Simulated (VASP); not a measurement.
Write the native input for VASP 6.6.1 that does the following.

| Item | Value |
| --- | --- |
| Task | single point |
| Functional | PBEsol |
| Potentials or basis | VASP PAW PBE potentials, release 64 (Ta_pv, N) |
| Cutoff | 520 eV |
| k mesh | 10 × 10 × 10 |
| Occupations | fermi-dirac, width 0.05 eV |
| Spin | no spin polarisation |
| Dipole correction | no |
| Further INCAR settings | ALGO = Normal; EDIFF = 1e-07; NBANDS = 15 |

The structure of TaN lies in POSCAR:

```
TaN
1.0
    0.0000000000      2.1876274642      2.1876274642
    2.1876274642      0.0000000000      2.1876274642
    2.1876274642      2.1876274642      0.0000000000
Ta N
1 1
Direct
    0.5000000000      0.5000000000      0.5000000000
    0.0000000000      0.0000000000      0.0000000000
```

These files were run (other wordings do the same):

INCAR

```
SYSTEM = TaN
PREC = Accurate
ENCUT = 520
EDIFF = 1E-7
ISMEAR = -1
SIGMA = 0.05
LREAL = .False.
LASPH = .True.
NELM = 80
ALGO = Normal
ISIF = 2
LWAVE = .False.
LCHARG = .True.
GGA = PS
LELF = .True.
LVHAR = .True.
NBANDS = 15
```

KPOINTS

```
regular mesh
0
Gamma
  10 10 10
  0 0 0
```

Potentials or basis: VASP PAW PBE potentials, release 64 (Ta_pv, N).

Run with:

```sh
$ cat potpaw_PBE.64/Ta_pv/POTCAR potpaw_PBE.64/N/POTCAR > POTCAR
$ mpirun -np 1 vasp_std > vasp.out
```

Results of the run:

```
Pressure               : 1.0 GPa
Band gap on the k mesh : zero (bands 8 and 9 overlap by 4.13 eV)
```

Caveat: the PAW data sets were made with another functional, which shifts forces and pressure a little; spin-orbit coupling is left out, which moves the levels of the heavy elements.

Run time: 12 s on 1 thread of Intel(R) Xeon(R) Platinum 8488C (Sapphire Rapids) (shared host), peak memory 0.15 GiB.
